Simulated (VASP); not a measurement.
Wanted: the native input for a VASP 6.6.1 run.

* Task: single point
* Functional: PBE
* Potentials or basis: VASP PAW PBE potentials, release 64 (Co)
* Cutoff: 520 eV
* k mesh: 21 × 21 × 11
* Occupations: fermi-dirac, width 0.05 eV
* Spin: collinear spin, ferromagnetic start
* Starting moments: [1.69, 1.69] μB
* Dipole correction: no
* Further INCAR settings: ALGO = Normal; EDIFF = 1e-06; NBANDS = 20

The structure of Co lies in POSCAR:

```
Co
1.0
    2.4935221926      0.0000000000      0.0000000000
   -1.2467610963      2.1594535637      0.0000000000
    0.0000000000      0.0000000000      4.0277844638
Co
2
Direct
    0.3333333333      0.6666666667      0.2500000000
    0.6666666667      0.3333333333      0.7500000000
```

One way to write it, as run:

INCAR

```
SYSTEM = Co
ALGO = Normal
EDIFF = 1E-6
ENCUT = 520
GGA = PE
ISIF = 2
ISMEAR = -1
ISPIN = 2
LASPH = .TRUE.
LCHARG = .FALSE.
LMAXMIX = 4
LORBIT = 11
LREAL = .FALSE.
LWAVE = .FALSE.
MAGMOM = 1.69 1.69
NBANDS = 20
NELM = 150
PREC = Accurate
SIGMA = 0.05
```

KPOINTS

```
k-points
0
G
  21 21 11
  0 0 0
```

Potentials or basis: VASP PAW PBE potentials, release 64 (Co).

The run is started by

```bash
$ cat potpaw_PBE.64/Co/POTCAR > POTCAR
$ mpirun -np 1 vasp_std > vasp.out
```

It gave:

```yaml
Pressure: -0.6 GPa
Net_moment: 3.19 μB per cell
Site_moments: Co +1.61 μB
Valence_electrons_inside_the_program's_atomic_spheres: Co 8.27
```

Wall time 6.5 min on 1 thread of Intel Xeon 8259CL, with other jobs on the host, peak memory 0.28 GiB.
